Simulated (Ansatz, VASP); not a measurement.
**One calculation of Ge, two programs**

Contents of POSCAR:

```
Ge
1.0
    4.0504045371      0.0000000000      0.0000000000
   -2.0252022685      3.5077532247      0.0000000000
    0.0000000000      0.0000000000     10.9933590000
Ge
4
Direct
    0.6666666667      0.3333333333      0.4148480000
    0.3333333333      0.6666666667      0.9148480000
    0.0000000000      0.0000000000      0.4774520000
    0.0000000000      0.0000000000      0.9774520000
```

Contents of INCAR.step1:

```
ALGO = Normal
EDIFF = 1E-4
ENCUT = 520
GGA = PE
ISMEAR = -1
LASPH = True
LCHARG = False
LREAL = False
LWAVE = True
NBANDS = 36
NELM = 100
PREC = Accurate
SIGMA = 0.05
```

The input INCAR.step2:

```
ALGO = Normal
EDIFF = 1E-6
ENCUT = 520
ISIF = 2
ISMEAR = -1
ISTART = 1
LASPH = True
LCHARG = True
LELF = True
LMIXTAU = True
LREAL = False
LVHAR = True
LWAVE = False
METAGGA = R2SCAN
NBANDS = 36
NELM = 100
PREC = Accurate
SIGMA = 0.05
```

File KPOINTS:

```
k-points
0
Gamma
  4 4 2
```

input.yaml

```yaml
crystal:
  lattice:
    - [4.0504045371, 0.0, 0.0]
    - [-2.0252022685, 3.5077532247, 0.0]
    - [0.0, 0.0, 10.993359]
  atoms:
    - { symbol: Ge, position: [0.6666666667, 0.3333333333, 0.414848] }
    - { symbol: Ge, position: [0.3333333333, 0.6666666667, 0.914848] }
    - { symbol: Ge, position: [0.0, 0.0, 0.477452] }
    - { symbol: Ge, position: [0.0, 0.0, 0.977452] }
hamiltonian:
  xc: r2scan
  pseudopotentials: { kind: paw }
kpoints:
  mp_grid: { grid: [4, 4, 2] }
  band_path:
    path:
      - [[0.0, 0.0, 0.0], [0.5, 0.0, 0.0], [0.3333333333, 0.3333333333, 0.0], [0.0, 0.0, 0.0], [0.0, 0.0, 0.5], [0.5, 0.0, 0.5], [0.3333333333, 0.3333333333, 0.5], [0.0, 0.0, 0.5]]
      - [[0.5, 0.0, 0.5], [0.5, 0.0, 0.0]]
      - [[0.3333333333, 0.3333333333, 0.0], [0.3333333333, 0.3333333333, 0.5]]
    npoints: 14
scf:
  occupations: { method: fermi_dirac, width: 0.05 }
  n_extra_bands: 10
output:
  forces: true
  stress: true
  eigenvalues: true
  fatbands: false
  write_density: true
  write_potential: true
  elf: true
  volumetric_format: npy
```

Alike in both runs: functional r2SCAN; k mesh 4 × 4 × 2; occupations fermi-dirac, width 0.05 eV; no spin polarisation.

|  | VASP | Ansatz |
| --- | --- | --- |
| version | VASP 6.6.1 | Ansatz 0.2.0 |
| potentials or method | VASP PAW PBE potentials, release 64 (Ge_d) | Ansatz PAW |
| plane-wave cutoff (eV) | 520 | 500 |
| valence electrons in the cell | 56 | 56 |
| task | single point | band structure |

|  | VASP | Ansatz | Ansatz less VASP |
| --- | --- | --- | --- |
| pressure (GPa) | -1.6 | -1.7 | -0.05 |
| traceless stress, the component that is largest in VASP (GPa) | 0.86 | 0.88 | +0.019 |
| rms of the force components (eV/Å) | 0.132 | 0.147 | +0.0148 |

VASP's potentials were made for PBE, not for r2SCAN. Atom by atom the forces differ by 0.015 eV/Å (rms over components).

The k mesh is coarse, so the values compare programs but aren't converged.
